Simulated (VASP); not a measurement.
# AlGa3N4: single point with r2SCAN

Crystal: AlGa3N4.

```
Al Ga N
1.0
     4.46534    0.00000    0.00000
     0.00000    4.46534    0.00000
     0.00000    0.00000    4.46534
Al Ga N
1 3 4
Direct
  0.00000 0.00000 0.00000
  0.50000 0.50000 0.00000
  0.50000 0.00000 0.50000
  0.00000 0.50000 0.50000
  0.76505 0.76505 0.23495
  0.76505 0.23495 0.76505
  0.23495 0.76505 0.76505
  0.23495 0.23495 0.23495
```

This cell differs from its parent crystal: atoms displaced along a vibrational mode.

- Program: VASP 6.6.1
- Task: single point
- Functional: r2SCAN
- Potentials or basis: VASP PAW PBE potentials, release 64 (Al, Ga_d, N)
- Cutoff: 520 eV
- k mesh: 6 × 6 × 6
- Occupations: gaussian, width 0.05 eV
- Spin: no spin polarisation
- Dipole correction: no
- Further INCAR settings: ALGO = Normal; EDIFF = 1e-06; NBANDS = 41

* Pressure: 1.5 GPa
* Largest force: 2.106 eV/Å
* Band gap on the k mesh: 2.86 eV

Forces in eV/Å, atoms in the order of the input:
```
Al   0.000  0.000  0.000
Ga   0.000  0.000  0.000
Ga   0.000  0.000  0.000
Ga   0.000  0.000  0.000
N   -1.216 -1.216  1.216
N   -1.216  1.216 -1.216
N    1.216 -1.216 -1.216
N    1.216  1.216  1.216
```

Levels at points of the mesh, in eV from the valence-band top:
```csv
k point,band 28,band 29,band 30,band 31,band 32,band 33,band 34,band 35
"(0.00, 0.00, 0.00)",-2.29,0.00,0.00,0.00,2.86,4.13,4.13,4.13
"(0.50, 0.00, 0.00)",-1.45,-1.45,-1.02,-1.02,5.35,5.59,6.81,6.81
"(0.50, 0.50, 0.00)",-0.97,-0.95,-0.95,-0.25,6.72,7.37,7.37,7.48
"(0.50, 0.50, 0.50)",-0.54,-0.52,-0.52,-0.52,5.52,5.52,5.52,6.44
```

It took 6.8 min on 1 thread of Intel Xeon 8259CL, with other jobs on the host, peak memory 0.25 GiB.

Caveat: the cell differs from its parent crystal (atoms displaced along a vibrational mode); the PAW data sets were made with another functional, which shifts forces and pressure a little.
